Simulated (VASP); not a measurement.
# AlN in VASP: a series of runs, part 2 of 2

VASP 6.6.1. The steps go on from the part before.

**3. Single point, r2SCAN (epitaxial xy strain +1.5%)**

POSCAR

```
AlN
1.0
    3.1532941652      0.0000000000      0.0000000000
   -1.5766470826      2.7308328527      0.0000000000
    0.0000000000      0.0000000000      4.9360797762
Al N
2 2
Direct
    0.3333333333      0.6666666667     -0.0053356499
    0.6666666667      0.3333333333      0.4946643501
    0.3333333333      0.6666666667      0.3803356499
    0.6666666667      0.3333333333      0.8803356499
```

INCAR.step1

```
PREC     = Accurate       # precision mode
ENCUT    = 660            # plane-wave cutoff, eV
ISMEAR   = 0              # smearing method
SIGMA    = 0.01           # smearing width, eV
LREAL    = False          # projectors in reciprocal space
LASPH    = True           # aspherical terms in the spheres
NELM     = 120            # most SCF steps
NBANDS   = 16             # bands
GGA      = PE             # functional
ALGO     = Normal         # electronic algorithm
EDIFF    = 1E-5           # SCF threshold, eV
LWAVE    = True           # write WAVECAR
LCHARG   = False          # write CHGCAR
GGA_COMPAT= False
```

INCAR.step2

```
PREC     = Accurate       # precision mode
ENCUT    = 660            # plane-wave cutoff, eV
EDIFF    = 1E-6           # SCF threshold, eV
ISMEAR   = 0              # smearing method
SIGMA    = 0.01           # smearing width, eV
LREAL    = False          # projectors in reciprocal space
LASPH    = True           # aspherical terms in the spheres
NELM     = 120            # most SCF steps
ALGO     = Normal         # electronic algorithm
ISIF     = 2              # what is computed and relaxed
LWAVE    = False          # write WAVECAR
LCHARG   = True           # write CHGCAR
METAGGA  = R2SCAN         # meta-GGA
LMIXTAU  = True         
LELF     = True           # ELF
LVHAR    = True         
NBANDS   = 16             # bands
ISTART   = 1            
GGA_COMPAT= False
```

KPOINTS

```
Automatic mesh
0
Gamma
  12 12 6
```

Potentials or basis: VASP PAW PBE potentials, release 64 (Al, N).

Command:

```console
$ cat potpaw_PBE.64/Al/POTCAR potpaw_PBE.64/N/POTCAR > POTCAR
$ cp INCAR.step1 INCAR
$ mpirun -np 1 vasp_std > vasp.out
$ cp INCAR.step2 INCAR
$ mpirun -np 1 vasp_std > vasp.out
```

Run time: 4.3 min. Hardware: 1 thread of Intel Xeon Platinum 8488C (Sapphire Rapids), shared host; peak memory 0.21 GiB.

The run converged. Its results:

```
Free energy            : -38.4250 eV
Pressure               : -5.0 GPa
Band gap on the k mesh : 4.60 eV, direct
```

Stress tensor (GPa, compression positive):
```
-7.28  0.00  0.00
 0.00 -7.28  0.00
 0.00  0.00 -0.32
```

Levels at points of the mesh, in eV from the valence-band top:
```
           k point  band 5  band 6  band 7  band 8  band 9  band 10  band 11  band 12
(0.00, 0.00, 0.00)   -1.13   -0.41   -0.41    0.00    4.60     7.00    11.45    11.52
(0.50, 0.00, 0.00)   -3.46   -2.36   -1.84   -0.84    6.23     6.44     8.71    10.98
(0.00, 0.00, 0.50)   -0.78   -0.78   -0.78   -0.78    6.86     6.86    11.10    11.10
(0.50, 0.00, 0.50)   -1.68   -1.68   -1.42   -1.42    5.86     5.86     9.89     9.89
```

Caveat: the cell differs from its parent crystal (epitaxial xy strain +1.5%); the PAW data sets were made with another functional, which shifts forces and pressure a little. A k mesh can miss the band edges.

**4. Single point, PBE (uniaxial x strain +4.0%)**

INCAR

```
  ALGO = Normal
  EDIFF = 1E-6
  ENCUT = 600
  GGA = PE
  GGA_COMPAT = False
  ISIF = 2
  ISMEAR = -1
  LASPH = True
  LCHARG = True
  LELF = True
  LREAL = False
  LVHAR = True
  LWAVE = False
  NBANDS = 16
  NELM = 120
  PREC = Accurate
  SIGMA = 0.02
```

KPOINTS

```
k-points
0
Gamma
  12 12 6
```

POSCAR

```
AlN
1.0
    3.2309615092      0.0000000000      0.0000000000
   -1.6154807546      2.6904757169      0.0000000000
    0.0000000000      0.0000000000      4.9785915513
Al N
2 2
Direct
    0.3323828799      0.6647657597     -0.0048036064
    0.6676171201      0.3352342403      0.4951963936
    0.3297191967      0.6594383934      0.3798036064
    0.6702808033      0.3405616066      0.8798036064
```

Command:

```console
$ cat potpaw_PBE.64/Al/POTCAR potpaw_PBE.64/N/POTCAR > POTCAR
$ mpirun -np 1 vasp_std > vasp.out
```

Run time: 2.2 min. Hardware: 1 thread of Intel Xeon Platinum 8488C (Sapphire Rapids), shared host; peak memory 0.26 GiB.

It converged, with:

- Free energy: -29.7411 eV
- Pressure: -3.7 GPa
- Largest force: 0.032 eV/Å
- Band gap on the k mesh: 3.79 eV, direct

Forces in eV/Å, atoms in the order of the input:
```
Al   0.000 -0.017 -0.024
Al   0.000  0.017 -0.024
N    0.000 -0.021  0.024
N    0.000  0.021  0.024
```

Stress tensor (GPa, compression positive):
```
-10.17   0.00   0.00
  0.00  -0.97   0.00
  0.00   0.00   0.06
```

Levels at points of the mesh, in eV from the valence-band top:
```csv
k point,band 4,band 5,band 6,band 7,band 8,band 9,band 10,band 11,band 12,band 13
"(0.00, 0.00, 0.00)",-1.19,-0.88,-0.44,-0.23,0.00,3.79,6.04,10.25,10.32,11.09
"(0.50, 0.00, 0.00)",-4.18,-3.39,-2.08,-1.83,-0.67,5.68,5.85,7.89,9.84,10.83
"(0.00, 0.50, 0.00)",-4.02,-3.26,-2.50,-1.71,-0.99,5.16,5.59,7.52,10.04,10.08
"(0.00, 0.00, 0.50)",-3.28,-0.83,-0.83,-0.56,-0.56,5.98,5.98,9.96,9.96,10.64
"(0.50, 0.00, 0.50)",-5.64,-1.46,-1.46,-1.35,-1.35,5.18,5.18,9.03,9.03,11.29
"(0.00, 0.50, 0.50)",-5.46,-1.84,-1.84,-1.36,-1.36,5.06,5.06,8.82,8.82,11.44
```

Caveat: the cell differs from its parent crystal (uniaxial x strain +4.0%). A k mesh can miss the band edges.

**5. Single point, PBE (shear xy strain -5.0%)**

INCAR

```
PREC = Accurate
ENCUT = 600
EDIFF = 1E-6
ISMEAR = -1
SIGMA = 0.02
LREAL = False
LASPH = True
NELM = 120
ALGO = Normal
ISIF = 2
LWAVE = False
LCHARG = False
GGA = PE
NBANDS = 16
GGA_COMPAT = False
```

KPOINTS

```
Automatic mesh
0
Gamma
  12 12 6
```

POSCAR

```
AlN
1.0
    3.1066937589     -0.0776673440      0.0000000000
   -1.6206087724      2.7293093889      0.0000000000
    0.0000000000      0.0000000000      4.9785915513
Al N
2 2
Direct
    0.3359270456      0.6667427836     -0.0033166583
    0.6640729544      0.3332572164      0.4966833417
    0.3417229694      0.6673600997      0.3783166583
    0.6582770306      0.3326399003      0.8783166583
```

Command:

```console
$ cat potpaw_PBE.64/Al/POTCAR potpaw_PBE.64/N/POTCAR > POTCAR
$ mpirun -np 1 vasp_std > vasp.out
```

It took 3.5 min on 1 thread of Intel Xeon Platinum 8488C (Sapphire Rapids), shared host; peak memory 0.33 GiB.

The run converged. Its results:

```
Free energy            : -29.7299 eV
Pressure               : 4.3 GPa
Largest force          : 0.030 eV/Å
Band gap on the k mesh : 4.22 eV, direct
```

Forces on the atoms (eV/Å):
```
Al   0.022  0.000 -0.006
Al  -0.022  0.000 -0.006
N    0.029  0.001  0.006
N   -0.029 -0.001  0.006
```

Stress tensor (GPa, compression positive):
```
3.97 6.34 0.00
6.34 4.90 0.00
0.00 0.00 3.97
```

Levels at points of the mesh, in eV from the valence-band top:
```
           k point  band 5  band 6  band 7  band 8  band 9  band 10  band 11  band 12
(0.00, 0.00, 0.00)   -0.62   -0.36   -0.03    0.00    4.22     6.62    10.54    10.84
(0.50, 0.00, 0.00)   -3.25   -2.41   -1.66   -0.94    5.47     5.62     7.92    10.30
(0.00, 0.50, 0.00)   -3.34   -2.08   -1.77   -0.68    5.82     5.84     8.23    10.22
(0.50, 0.50, 0.00)   -3.44   -1.89   -1.73   -0.42    5.99     6.23     8.50    10.17
(0.00, 0.00, 0.50)   -0.73   -0.73   -0.34   -0.34    6.47     6.47    10.24    10.24
(0.50, 0.00, 0.50)   -1.76   -1.76   -1.36   -1.36    5.25     5.25     9.12     9.12
(0.00, 0.50, 0.50)   -1.47   -1.47   -1.34   -1.34    5.31     5.31     9.29     9.29
(0.50, 0.50, 0.50)   -1.37   -1.37   -1.14   -1.14    5.38     5.38     9.50     9.50
```

Caveat: the cell differs from its parent crystal (shear xy strain -5.0%).

**6. Single point, r2SCAN (uniaxial x strain +4.0%)**

POSCAR

```
AlN
1.0
    3.2309615092      0.0000000000      0.0000000000
   -1.6154807546      2.6904757169      0.0000000000
    0.0000000000      0.0000000000      4.9785915513
Al N
2 2
Direct
    0.3323828799      0.6647657597     -0.0048036064
    0.6676171201      0.3352342403      0.4951963936
    0.3297191967      0.6594383934      0.3798036064
    0.6702808033      0.3405616066      0.8798036064
```

INCAR.step1

```
PREC = Accurate
ENCUT = 660
ISMEAR = 0
SIGMA = 0.01
LREAL = F
LASPH = T
NELM = 120
NBANDS = 16
GGA = PE
ALGO = Normal
EDIFF = 1E-5
LWAVE = T
LCHARG = F
GGA_COMPAT = F
```

INCAR.step2

```
PREC = Accurate
ENCUT = 660
EDIFF = 1E-6
ISMEAR = 0
SIGMA = 0.01
LREAL = F
LASPH = T
NELM = 120
ALGO = Normal
ISIF = 2
LWAVE = F
LCHARG = F
METAGGA = R2SCAN
LMIXTAU = T
NBANDS = 16
ISTART = 1
GGA_COMPAT = F
```

KPOINTS

```
regular mesh
0
Gamma
  12 12 6
```

Potentials or basis: VASP PAW PBE potentials, release 64 (Al, N).

Command:

```console
$ cat potpaw_PBE.64/Al/POTCAR potpaw_PBE.64/N/POTCAR > POTCAR
$ cp INCAR.step1 INCAR
$ mpirun -np 1 vasp_std > vasp.out
$ cp INCAR.step2 INCAR
$ mpirun -np 1 vasp_std > vasp.out
```

Run time: 8.7 min. Hardware: 1 thread of Intel Xeon Platinum 8488C (Sapphire Rapids), shared host; peak memory 0.28 GiB.

The run converged. Its results:

| Quantity | Value |
| --- | --- |
| Free energy | -38.3715 eV |
| Pressure | -8.3 GPa |
| Band gap on the k mesh | 4.45 eV, direct |

Stress tensor (GPa, compression positive):
```
-15.28   0.00   0.00
  0.00  -5.42   0.00
  0.00   0.00  -4.26
```

Levels at points of the mesh, in eV from the valence-band top:
```csv
k point,band 5,band 6,band 7,band 8,band 9,band 10,band 11,band 12
"(0.00, 0.00, 0.00)",-0.90,-0.46,-0.24,0.00,4.45,6.85,11.07,11.26
"(0.50, 0.00, 0.00)",-3.43,-2.13,-1.83,-0.69,6.39,6.48,8.71,10.77
"(0.00, 0.50, 0.00)",-3.30,-2.57,-1.70,-1.02,5.87,6.22,8.31,10.84
"(0.00, 0.00, 0.50)",-0.86,-0.86,-0.58,-0.58,6.71,6.71,10.90,10.90
"(0.50, 0.00, 0.50)",-1.49,-1.49,-1.38,-1.38,5.84,5.84,9.89,9.89
"(0.00, 0.50, 0.50)",-1.88,-1.88,-1.39,-1.39,5.72,5.72,9.66,9.66
```

Caveat: the cell differs from its parent crystal (uniaxial x strain +4.0%); the PAW data sets were made with another functional, which shifts forces and pressure a little. A k mesh can miss the band edges.

**7. The runs side by side**

| level | cell | cutoff (eV) | smearing | gap on the mesh (eV) | pressure (GPa) | largest force (eV/Å) |
| --- | --- | --- | --- | --- | --- | --- |
| r2SCAN | a = 3.013, b = 3.013, c = 5.055 Å, angles 90.0, 90.0, 120.0°, 4 atoms | 660 | gaussian 0.01 eV | 5.34 | 10.7 | 0.01 |
| r2SCAN | a = 3.153, b = 3.153, c = 4.936 Å, angles 90.0, 90.0, 120.0°, 4 atoms | 660 | gaussian 0.01 eV | 4.60 | -5.0 | - |
| PBE | a = 3.231, b = 3.138, c = 4.979 Å, angles 90.0, 90.0, 121.0°, 4 atoms | 600 | fermi-dirac 0.02 eV | 3.79 | -3.7 | 0.03 |
| PBE | a = 3.108, b = 3.174, c = 4.979 Å, angles 90.0, 90.0, 122.1°, 4 atoms | 600 | fermi-dirac 0.02 eV | 4.22 | 4.3 | 0.03 |
| r2SCAN | a = 3.231, b = 3.138, c = 4.979 Å, angles 90.0, 90.0, 121.0°, 4 atoms | 660 | gaussian 0.01 eV | 4.45 | -8.3 | - |

Alike in all rows: task single point; potentials or basis VASP PAW PBE potentials, release 64 (Al, N); no spin polarisation; k mesh 12 × 12 × 6.

Caveats: the PAW data sets were made with another functional, which shifts forces and pressure a little (some runs).

Total energies depend on the potentials used, so only differences within one code and one set of settings carry meaning.
